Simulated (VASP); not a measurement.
## GaP: vibrations by perturbation theory with PBEsol

The system is GaP.

```xyz
2
Lattice="0.0000 2.7252 2.7252 2.7252 0.0000 2.7252 2.7252 2.7252 0.0000" Properties=species:S:1:pos:R:3 pbc="T T T"
Ga    0.0000    0.0000    0.0000
P     4.0879    4.0879    4.0879
```

```json
{"Program": "VASP 6.6.1", "Task": "vibrations by perturbation theory", "Functional": "PBEsol", "Potentials or basis": "VASP PAW PBE potentials, release 64 (Ga_d, P)", "Cutoff": "520 eV", "k mesh": "8 × 8 × 8", "Occupations": "fermi-dirac, width 0.05 eV", "Spin": "no spin polarisation", "Dipole correction": "no", "Further INCAR settings": "ALGO = Normal; EDIFF = 1e-08; IBRION = 8; NSW = 1"}
```

The highest phonon frequency at Γ, LO-TO splitting left out is 353 cm⁻¹.

Phonon frequencies in cm⁻¹ (negative: imaginary):
```csv
q point,frequencies
"(0.000, 0.000, 0.000)",0 0 0 353 353 353
```

It took 5.3 min on 1 thread of AMD EPYC 7R43 64-Core Processor (Zen 3) (shared host), peak memory 0.25 GiB.
